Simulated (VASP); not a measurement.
# ZrB2 (P6/mmm) in VASP: a series of runs

ZrB2 is run at these levels: r2SCAN; tasks: single point.

Program: VASP 6.6.1. These are calculated values, not measurements. Logs are shortened: lines on timing, memory, paths and dates and some standing lists are left out, and cuts for length are marked.

### 1 The cell of the first run

Symmetry: P6/mmm, No. 191, hexagonal system. Conventional cell: a = 3.170 Å, b = 3.170 Å, c = 3.533 Å, α = 90.00°, β = 90.00°, γ = 120.00°. Within 3.4 Å of Zr (site symmetry 6/mmm) lie 12 B at 2.54 Å and 6 Zr at 3.17 Å. Within 2.4 Å of B (site symmetry -6m2) lie 3 B at 1.83 Å.

### 2 Single point, r2SCAN

File POSCAR:

```
ZrB2
1.0
    3.1700000000      0.0000000000      0.0000000000
   -1.5850000000      2.7453005300      0.0000000000
    0.0000000000      0.0000000000      3.5330000000
Zr B
1 2
Direct
    0.0000000000      0.0000000000      0.0000000000
    0.3333330000      0.6666670000      0.5000000000
    0.6666670000      0.3333330000      0.5000000000
```

File INCAR.step1:

```
SYSTEM = ZrB2
ALGO = Normal
EDIFF = 1E-4
ENCUT = 520
GGA = PE
ISMEAR = 1
LASPH = .TRUE.
LCHARG = .FALSE.
LREAL = .FALSE.
LWAVE = .TRUE.
NBANDS = 16
NELM = 80
PREC = Accurate
SIGMA = 0.1
```

File INCAR.step2:

```
SYSTEM = ZrB2
ALGO = Normal
EDIFF = 1E-6
ENCUT = 520
ISIF = 2
ISMEAR = 1
ISTART = 1
LASPH = .TRUE.
LCHARG = .FALSE.
LMIXTAU = .TRUE.
LREAL = .FALSE.
LWAVE = .FALSE.
METAGGA = R2SCAN
NBANDS = 16
NELM = 80
PREC = Accurate
SIGMA = 0.1
```

File KPOINTS:

```
k-points
0
G
  6 6 4
  0 0 0
```

Potentials or basis: VASP PAW PBE potentials, release 64 (Zr_sv, B).

On the command line:

```bash
$ cat potpaw_PBE.64/Zr_sv/POTCAR potpaw_PBE.64/B/POTCAR > POTCAR
$ cp INCAR.step1 INCAR
$ mpirun -np 1 vasp_std > vasp.out
$ cp INCAR.step2 INCAR
$ mpirun -np 1 vasp_std > vasp.out
```

OUTCAR:

```text
SYSTEM = ZrB2
   EDIFF = 1E-6
   ENCUT = 520
   ISIF = 2
   ISMEAR = 1
   ISTART = 1
   LASPH = .TRUE.
   LREAL = .FALSE.
   METAGGA = R2SCAN
   NELM = 80
   PREC = Accurate

 ion  position               nearest neighbor table
   1  0.000  0.000  0.000-   2 2.54   3 2.54   2 2.54   3 2.54   3 2.54   3 2.54   2 2.54   2 2.54
                             3 2.54   3 2.54   2 2.54   2 2.54
   2  0.333  0.667  0.500-   3 1.83   3 1.83   3 1.83   1 2.54   1 2.54   1 2.54   1 2.54   1 2.54
                             1 2.54
   3  0.667  0.333  0.500-   2 1.83   2 1.83   2 1.83   1 2.54   1 2.54   1 2.54   1 2.54   1 2.54
                             1 2.54

  LATTYP: Found a hexagonal cell.
 ALAT       =     3.1700000000
 C/A-ratio  =     1.1145110410

  Lattice vectors:

 A1 = (   3.1700000000,   0.0000000000,   0.0000000000)
 A2 = (  -1.5850000000,   2.7453005300,   0.0000000000)
 A3 = (   0.0000000000,   0.0000000000,   3.5330000000)

Analysis of symmetry for initial positions (statically):
=====================================================================
 Subroutine PRICEL returns:
 Original cell was already a primitive cell.

 Routine SETGRP: Setting up the symmetry group for a
 hexagonal supercell.

 Subroutine GETGRP returns: Found 24 space group operations
 (whereof 24 operations were pure point group operations)
 out of a pool of 24 trial point group operations.

The static configuration has the point symmetry D_6h.

Analysis of symmetry for dynamics (positions and initial velocities):
=====================================================================
 Subroutine PRICEL returns:
 Original cell was already a primitive cell.

 Routine SETGRP: Setting up the symmetry group for a
 hexagonal supercell.

 Subroutine GETGRP returns: Found 24 space group operations
 (whereof 24 operations were pure point group operations)
 out of a pool of 24 trial point group operations.

The dynamic configuration has the point symmetry D_6h.

 Subroutine INISYM returns: Found 24 space group operations
 (whereof 24 operations are pure point group operations),
 and found     1 'primitive' translations

----------------------------------------------------------------------------------------

                                     Primitive cell

  volume of cell :      30.7463

  direct lattice vectors                    reciprocal lattice vectors
     3.170000000  0.000000000  0.000000000     0.315457413  0.182129422  0.000000000
    -1.585000000  2.745300530  0.000000000     0.000000000  0.364258845  0.000000000
     0.000000000  0.000000000  3.533000000     0.000000000  0.000000000  0.283045570

  length of vectors
     3.170000000  3.170000000  3.533000000     0.364258845  0.364258845  0.283045570

  position of ions in fractional coordinates (direct lattice)
     0.000000000  0.000000000  0.000000000
     0.333333000  0.666667000  0.500000000
     0.666667000  0.333333000  0.500000000

  ion indices of the primitive-cell ions
   primitive index   ion index
                 1           1
                 2           2
                 3           3

----------------------------------------------------------------------------------------

 KPOINTS: k-points

Automatic generation of k-mesh.
 Grid dimensions read from file:
 generate k-points for:    6    6    4

 Generating k-lattice:

  Cartesian coordinates                     Fractional coordinates (reciprocal lattice)
     0.052576236  0.030354904  0.000000000     0.166666667  0.000000000  0.000000000
     0.000000000  0.060709807  0.000000000     0.000000000  0.166666667  0.000000000
     0.000000000  0.000000000  0.070761393     0.000000000  0.000000000  0.250000000

  Length of vectors
     0.060709807  0.060709807  0.070761393

  Shift w.r.t. Gamma in fractional coordinates (k-lattice)
     0.000000000  0.000000000  0.000000000

 Subroutine IBZKPT returns following result:
 ===========================================

 Found     21 irreducible k-points:

 Following reciprocal coordinates:
            Coordinates               Weight
  0.000000  0.000000  0.000000      1.000000
  0.166667  0.000000  0.000000      6.000000
  0.333333 -0.000000  0.000000      6.000000
  0.500000  0.000000  0.000000      3.000000
  0.166667  0.166667  0.000000      6.000000
  0.333333  0.166667  0.000000     12.000000
[... 13 lines left out ...]
  0.333333  0.166667  0.500000     12.000000
  0.333333  0.333333  0.500000      2.000000
   k-points           NKPTS =     21   k-points in BZ     NKDIM =     21   number of bands    NBANDS=     16
   number of dos      NEDOS =    301   number of ions     NIONS =      3
   total plane-waves  NPLWV =  16128
   dimension x,y,z NGX =    24 NGY =   24 NGZ =   28
   dimension x,y,z NGXF=    48 NGYF=   48 NGZF=   56
   ions per type =               1   2
   NGX,Y,Z   is equivalent  to a cutoff of  12.59, 12.59, 13.18 a.u.
   NGXF,Y,Z  is equivalent  to a cutoff of  25.17, 25.17, 26.35 a.u.
 SYSTEM =  ZrB2
   PREC   = accura    normal or accurate (medium, high low for compatibility)
   ISTART =      1    job   : 0-new  1-cont  2-samecut
   ICHARG =      0    charge: 1-file 2-atom 10-const
   ISPIN  =      1    spin polarized calculation?
   LNONCOLLINEAR =      F non collinear calculations
   LSORBIT =      F    spin-orbit coupling
   LASPH  =      T    aspherical Exc in radial PAW
   ENCUT  =  520.0 eV  38.22 Ry    6.18 a.u.   5.89  5.89  6.57*2*pi/ulx,y,z
   NELM   =     80;   NELMIN=  2; NELMDL=  0     # of ELM steps
   EDIFF  = 0.1E-05   stopping-criterion for ELM
   LREAL  =      F    real-space projection
   EDIFFG = 0.1E-04   stopping-criterion for IOM
   NSW    =      0    number of steps for IOM
   IBRION =     -1    ionic relax: 0-MD 1-quasi-New 2-CG
   NFREE  =      0    steps in history (QN), initial steepest desc. (CG)
   ISIF   =      2    stress and relaxation
   ISYM   =      2    0-nonsym 1-usesym 2-fastsym
   POTIM  = 0.5000    time-step for ionic-motion
   TEBEG  =    0.0;   TEEND  =   0.0 temperature during run
   PSTRESS=    0.0 pullay stress
   NELECT =      18.0000    total number of electrons
   NUPDOWN=      -1.0000    fix difference up-down
   EMIN   =  10.00;   EMAX   =-10.00  energy-range for DOS
   EFERMI =   0.00;   METHOD = LEGACY
   ISMEAR =     1;   SIGMA  =   0.10  broadening in eV -4-tet -1-fermi 0-gaus
   EFERMI_NEDOS =   21; number of points for ismear=-14 and -15
   IALGO  =     38    algorithm
   IMIX   =      4    mixing-type and parameters
     AMIX     =   0.40;   BMIX     =  1.00
     AMIX_MAG =   1.60;   BMIX_MAG =  1.00
  volume/ion in A,a.u.               =      10.25        69.16
  Fermi-wavevector in a.u.,A,eV,Ry     =   1.369519  2.588016 25.518847  1.875582
  Thomas-Fermi vector in A             =   2.495387
   LORBIT       =      0    0 simple, 1 ext, 2 COOP (PROOUT), +10 PAW based schemes
   METAGGA = R2SCAN    functional components
   LHFCALC =     F    Hartree Fock is set to
   AEXX    =    0.0000 exact exchange contribution
   IVDW    =     0    specifies the selected vdW correction
   LEPSILON=     F    determine dielectric tensor
   LRPA    =     F    only Hartree local field effects (RPA)
 non-spin polarized calculation
 Methfessel and Paxton  Order N= 1 SIGMA  =   0.10
  energy-cutoff  :      520.00
  volume of cell :       30.75
 maximum number of plane-waves:       840
 NGX is ok and might be reduce to    24
   NGX = 11   NGY = 11   NGZ = 13

 number of electron      18.0000000 magnetization

 Free energy of the ion-electron system (eV)
  ---------------------------------------------------
  ext. energy  EPLUGINS =         0.00000000
  ---------------------------------------------------
  free energy    TOTEN  =       -40.58523490 eV

  energy without entropy =      -40.58351750  energy(sigma->0) =      -40.58466244

 E-fermi :  10.2993     XC(G=0): -13.3772

 val. band max:        9.9796839251   @ k =   0.3333   0.1667   0.0000
 cond. band min:      10.3304871510   @ k =   0.3333   0.1667   0.0000
 fundamental gap:      0.3508032259
 Fermi energy:        10.2993286924

 k-point     1 :       0.0000    0.0000    0.0000
  band No.  band energies     occupation
      1     -39.7579      2.00000
      2     -17.2660      2.00000
      3     -16.6715      2.00000
      4     -16.6715      2.00000
      5      -2.9999      2.00000
      6       7.8563      2.00000
[... 8 lines left out ...]
     15      15.9799      0.00000
     16      15.9799      0.00000

 k-point     2 :       0.1667    0.0000    0.0000
  band No.  band energies     occupation
      1     -39.7270      2.00000
      2     -17.2201      2.00000
      3     -16.9336      2.00000
      4     -16.7280      2.00000
      5      -2.4258      2.00000
      6       6.3417      2.00000
[... 8 lines left out ...]
     15      17.8134      0.00000
     16      17.8300      0.00000

 k-point     3 :       0.3333   -0.0000    0.0000
  band No.  band energies     occupation
      1     -39.6645      2.00000
      2     -17.4263      2.00000
      3     -17.1271      2.00000
      4     -16.8388      2.00000
      5      -0.9052      2.00000
      6       3.7559      2.00000
[... 8 lines left out ...]
     15      19.3317      0.00000
     16      21.0282      0.00000

 k-point     4 :       0.5000    0.0000    0.0000
  band No.  band energies     occupation
      1     -39.6329      2.00000
      2     -17.6593      2.00000
      3     -17.0800      2.00000
      4     -16.8932      2.00000
      5       1.0841      2.00000
      6       1.4025      2.00000
[... 8 lines left out ...]
     15      18.7143      0.00000
     16      21.1127      0.00000
[... 267 lines left out ...]
 k-point    19 :       0.1667    0.1667    0.5000
  band No.  band energies     occupation
      1     -39.6608      2.00000
      2     -17.4848      2.00000
      3     -17.2026      2.00000
      4     -16.8252      2.00000
      5      -0.5024      2.00000
      6       4.9228      2.00000
[... 8 lines left out ...]
     15      19.8792      0.00000
     16      20.0021      0.00000

 k-point    20 :       0.3333    0.1667    0.5000
  band No.  band energies     occupation
      1     -39.6143      2.00000
      2     -17.4690      2.00000
      3     -17.3830      2.00000
      4     -16.9841      2.00000
      5       0.1079      2.00000
      6       2.8751      2.00000
[... 8 lines left out ...]
     15      18.9073      0.00000
     16      20.0001      0.00000

 k-point    21 :       0.3333    0.3333    0.5000
  band No.  band energies     occupation
      1     -39.5987      2.00000
      2     -17.3489      2.00000
      3     -17.3018      2.00000
      4     -17.3018      2.00000
      5       1.2394      2.00000
      6       1.2394      2.00000
[... 8 lines left out ...]
     15      17.8443      0.00000
     16      20.4498      0.00000

------------------------ aborting loop because EDIFF is reached ----------------------------------------

  FORCE on cell =-STRESS in cart. coord.  units (eV):
  Direction    XX          YY          ZZ          XY          YZ          ZX
  --------------------------------------------------------------------------------------
  -------------------------------------------------------------------------------------
  Total        0.2327109      0.2327109      0.1580645      0.0000000     -0.0000000      0.0000000
  in kB       12.1264745     12.1264745      8.2366806      0.0000000     -0.0000000      0.0000000
  external PRESSURE =      10.8298765 kB  Pullay stress =       0.0000000 kB

 VOLUME and BASIS-vectors are now :
 -----------------------------------------------------------------------------
  energy-cutoff  :      520.00
  volume of cell :       30.75
      direct lattice vectors                 reciprocal lattice vectors
     3.170000000  0.000000000  0.000000000     0.315457413  0.182129422  0.000000000
    -1.585000000  2.745300530  0.000000000     0.000000000  0.364258845  0.000000000
     0.000000000  0.000000000  3.533000000     0.000000000  0.000000000  0.283045570

 POSITION                                       TOTAL-FORCE (eV/Angst)
 -----------------------------------------------------------------------------------
      0.00000      0.00000      0.00000        -0.000000      0.000000     -0.000000
     -0.00000      1.83020      1.76650        -0.000000      0.000000     -0.000000
      1.58500      0.91510      1.76650         0.000000     -0.000000      0.000000
 -----------------------------------------------------------------------------------
    total drift:                                0.000000      0.000000      0.000000

  FREE ENERGIE OF THE ION-ELECTRON SYSTEM (eV)
  ---------------------------------------------------
  free  energy   TOTEN  =       -40.5852349031 eV

  energy  without entropy=      -40.5835175032  energy(sigma->0) =      -40.58466244
```

Wall time 39 s (1 thread of Intel Xeon Platinum 8488C (Sapphire Rapids), shared host); peak memory 0.15 GiB.

Results:

```yaml
Free_energy: -40.5852 eV
Pressure: 1.1 GPa
Band_gap_on_the_k_mesh: zero (band 9 reaches 11.00 eV, above the bottom of band 10 at 10.33 eV)
```

Caveat: the k points lie up to 0.44 Å⁻¹ apart; the PAW data sets were made with another functional, which shifts forces and pressure a little.

[end of part 1 of 2]
